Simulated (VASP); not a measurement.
TiB, 2 atoms in the cell. It takes space group I-4m2 (No. 119, tetragonal). The conventional cell has a = 2.823 Å, b = 2.823 Å, c = 4.307 Å, α = 90.00°, β = 90.00°, γ = 90.00°. Within 2.4 Å of Ti (site symmetry -4m2) lie 4 B at 1.78 Å. B (site symmetry -4m2) has 4 Ti at 1.78 Å within 2.4 Å.  This cell differs from its parent crystal: strain -0.050 along x and y, +0.025 along z.

```yaml
Program: VASP 6.6.1
Task: single point
Functional: r2SCAN
Potentials_or_basis: VASP PAW PBE potentials, release 64 (Ti_sv, B)
Cutoff: 520 eV
k_mesh: 20 × 20 × 20
Occupations: gaussian, width 0.15 eV
Spin: no spin polarisation
Dipole_correction: no
Further_INCAR_settings: ALGO = Normal; EDIFF = 1e-07; NBANDS = 14
```

Potentials or basis: VASP PAW PBE potentials, release 64 (Ti_sv, B).

Command:

```sh
$ cat potpaw_PBE.64/Ti_sv/POTCAR potpaw_PBE.64/B/POTCAR > POTCAR
$ cp INCAR.step1 INCAR
$ mpirun -np 1 vasp_std > vasp.out
$ cp INCAR.step2 INCAR
$ mpirun -np 1 vasp_std > vasp.out
```

Hardware: 1 thread of AMD EPYC 7R43 64-Core Processor (Zen 3), with other jobs on the host.

Task: How long does it take, and how much memory?

Result: Run time: 19 min on 1 thread of AMD EPYC 7R43 64-Core Processor (Zen 3), with other jobs on the host, peak memory 0.25 GiB. Counts: k points 641.
